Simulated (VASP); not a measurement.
Write the native input for VASP 6.6.1 that does the following.

```
Task                   : single point
Functional             : PBE
Potentials or basis    : VASP PAW PBE potentials, release 64 (Ga_d, Ge_d)
Cutoff                 : 520 eV
k mesh                 : 6 × 6 × 6
Occupations            : fermi-dirac, width 0.25 eV
Spin                   : no spin polarisation
Dipole correction      : no
Further INCAR settings : ALGO = Normal; EDIFF = 1e-06; NBANDS = 36
```

The structure of GaGe3 lies in POSCAR:

```
GaGe3
1.0
    4.2784660000      0.0000000000      0.0000000000
    0.0000000000      4.2784660000      0.0000000000
    0.0000000000      0.0000000000      4.2784660000
Ga Ge
1 3
Direct
    0.0000000000      0.0000000000      0.0000000000
    0.0000000000      0.5000000000      0.5000000000
    0.5000000000      0.0000000000      0.5000000000
    0.5000000000      0.5000000000      0.0000000000
```

The input as run:

INCAR

```
SYSTEM = GaGe3
PREC     = Accurate       ! precision mode
ENCUT    = 520            ! plane-wave cutoff, eV
EDIFF    = 1E-6           ! SCF threshold, eV
ISMEAR   = -1             ! smearing method
SIGMA    = 0.25           ! smearing width, eV
LREAL    = .FALSE.        ! projectors in reciprocal space
LASPH    = .TRUE.         ! aspherical terms in the spheres
NELM     = 60             ! most SCF steps
ALGO     = Normal         ! electronic algorithm
ISIF     = 2              ! what is computed and relaxed
LWAVE    = .FALSE.        ! write WAVECAR
LCHARG   = .TRUE.         ! write CHGCAR
GGA      = PE             ! functional
LELF     = .TRUE.         ! ELF
LVHAR    = .TRUE.       
NBANDS   = 36             ! bands
```

KPOINTS

```
regular mesh
0
G
  6 6 6
  0 0 0
```

Potentials or basis: VASP PAW PBE potentials, release 64 (Ga_d, Ge_d).

The run is started by

```console
$ cat potpaw_PBE.64/Ga_d/POTCAR potpaw_PBE.64/Ge_d/POTCAR > POTCAR
$ mpirun -np 1 vasp_std > vasp.out
```

It gave:

```yaml
Pressure: 0.0 GPa
```

Run time: 22 s on 1 thread of Intel(R) Xeon(R) Platinum 8488C (Sapphire Rapids) (shared host), peak memory 0.2 GiB.
